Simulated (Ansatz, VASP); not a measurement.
# One calculation of Li2S, two programs

File INCAR:

```
PREC     = Accurate       # precision mode
ENCUT    = 750            # plane-wave cutoff, eV
EDIFF    = 1E-6           # SCF threshold, eV
ISMEAR   = 0              # smearing method
SIGMA    = 0.01           # smearing width, eV
LREAL    = F              # projectors in reciprocal space
LASPH    = T              # aspherical terms in the spheres
NELM     = 120            # most SCF steps
ALGO     = Normal         # electronic algorithm
ISIF     = 2              # what is computed and relaxed
LWAVE    = F              # write WAVECAR
LCHARG   = F              # write CHGCAR
GGA      = PS             # functional
NBANDS   = 13             # bands
GGA_COMPAT= F
```

KPOINTS

```
Automatic mesh
0
Gamma
  4 4 4
```

POSCAR

```
Li2S
1.0
    0.0000000000      2.8452944180      2.8452944180
    2.8452944180      0.0000000000      2.8452944180
    2.8452944180      2.8452944180      0.0000000000
Li S
2 1
Direct
    0.2500000000      0.2500000000      0.2500000000
    0.7500000000      0.7500000000      0.7500000000
    0.0000000000      0.0000000000      0.0000000000
```

Input for Ansatz:

```yaml
crystal:
  lattice:
    - [0.0, 2.845294418, 2.845294418]
    - [2.845294418, 0.0, 2.845294418]
    - [2.845294418, 2.845294418, 0.0]
  atoms:
    - { symbol: Li, position: [0.25, 0.25, 0.25] }
    - { symbol: Li, position: [0.75, 0.75, 0.75] }
    - { symbol: S, position: [0.0, 0.0, 0.0] }
kpoints:
  mp_grid: { grid: [4, 4, 4] }
hamiltonian:
  xc: pbesol
scf:
  occupations: { method: fixed }
output:
  optics:
    e_range: [0, 10]
    de: 0.05
    sigma: 0.4
    scissors: 0
    scheme: fermi_dirac
    bands: { spectra_wanted_up_to: 10 }
  write_density: true
  write_potential: true
  elf: true
  volumetric_format: npy
```

Alike in both runs: task single point; functional PBEsol; k mesh 4 × 4 × 4; no spin polarisation.

```csv
,VASP,Ansatz
version,VASP 6.6.1,Ansatz 0.2.0
potentials or method,"VASP PAW PBE potentials, release 64 (Li_sv, S)","plane waves, PAW"
plane-wave cutoff (eV),750,420
occupations,"gaussian, width 0.01 eV",fixed
valence electrons in the cell,12,12
```

|  | VASP | Ansatz | Ansatz less VASP |
| --- | --- | --- | --- |
| gap on the k mesh at the Fermi level (eV) | 3.21 | 3.21 | 0.000 |

VASP's potentials were made for PBE, not for PBEsol.

The k mesh is coarse, so the values compare programs but aren't converged.
